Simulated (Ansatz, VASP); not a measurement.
**P in VASP and in Ansatz**

Contents of INCAR:

```
SYSTEM = P
PREC = Accurate
ENCUT = 520
EDIFF = 1E-6
ISMEAR = -1
SIGMA = 0.1
LREAL = .FALSE.
LASPH = .TRUE.
NELM = 60
ALGO = Normal
ISIF = 2
LWAVE = .FALSE.
LCHARG = .FALSE.
GGA = CA
NBANDS = 12
```

Contents of KPOINTS:

```
Automatic mesh
0
G
  12 12 12
  0 0 0
```

POSCAR

```
P
1.0
    0.0000000000      2.6756089844      2.6756089844
    2.6756089844      0.0000000000      2.6756089844
    2.6756089844      2.6756089844      0.0000000000
P
2
Direct
   -0.1250000000     -0.1250000000     -0.1250000000
    0.1250000000      0.1250000000      0.1250000000
```

Input for Ansatz:

```yaml
crystal:
  lattice:
    - [0.0, 2.6756089844, 2.6756089844]
    - [2.6756089844, 0.0, 2.6756089844]
    - [2.6756089844, 2.6756089844, 0.0]
  atoms:
    - { symbol: P, position: [-0.125, -0.125, -0.125] }
    - { symbol: P, position: [0.125, 0.125, 0.125] }
kpoints:
  mp_grid: { grid: [12, 12, 12] }
  band_path:
    path:
      - [0.0, 0.0, 0.0]
      - [0.5, 0.0, 0.5]
      - [0.625, 0.25, 0.625]
      - [0.375, 0.375, 0.75]
      - [0.0, 0.0, 0.0]
      - [0.5, 0.5, 0.5]
      - [0.5, 0.25, 0.75]
      - [0.5, 0.0, 0.5]
    npoints: 14
scf:
  occupations: { method: fermi_dirac, width: 0.1 }
hamiltonian:
  xc: lda
  pseudopotentials: { kind: all_electron, lapw: { basis_error: 0.001 } }
output:
  forces: true
  stress: true
  eigenvalues: true
  populations: true
  dos: { projected: true, de: 0.2, e_range: [-14, 8] }
```

Alike in both runs: task single point; functional LDA; k mesh 12 × 12 × 12; occupations fermi-dirac, width 0.1 eV; no spin polarisation.

|  | VASP | Ansatz |
| --- | --- | --- |
| version | VASP 6.6.1 | Ansatz 0.2.0 |
| potentials or method | VASP PAW LDA potentials, release 64 (P), cutoff 520 eV | all-electron LAPW, scalar-relativistic |

```tsv
	VASP	Ansatz	Ansatz less VASP
pressure (GPa)	-0.1	0.1	+0.15
```

LDA's correlation is that of Perdew and Zunger in VASP and of Perdew and Wang (1992) in Ansatz. Ansatz ran all-electron here, and VASP with PAW potentials.
